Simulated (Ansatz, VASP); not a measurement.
## Mo3Ru: VASP beside Ansatz

```
Mo Ru
1.0
     0.00000    3.22911    3.22911
     3.22911    0.00000    3.22911
     3.22911    3.22911    0.00000
Mo Ru
3 1
Cartesian
  4.8437 4.8437 4.8437
  3.2291 3.2291 3.2291
  1.6146 1.6146 1.6146
  0.0000 0.0000 0.0000
```

Alike in both runs: task single point; functional PBE; k mesh 6 × 6 × 6; occupations gaussian, width 0.1 eV; no spin polarisation.

|  | VASP | Ansatz |
| --- | --- | --- |
| version | VASP 6.6.1 | Ansatz 0.2.0 |
| potentials or method | VASP PAW PBE potentials, release 64 (Mo_sv, Ru_pv), cutoff 520 eV | scalar-relativistic, plane waves, PAW |
| valence electrons in the cell | 56 | 58 |

```tsv
	VASP	Ansatz	Ansatz less VASP
gap on the k mesh at the Fermi level (eV)	none	none	-
pressure (GPa)	-19.2	-19.5	-0.24
```

A gap of «none» marks a metal or a gap that the smearing closes. VASP's potentials hold 56 valence electrons a cell and Ansatz's 58, so a difference there can come from the potentials and not from the codes.
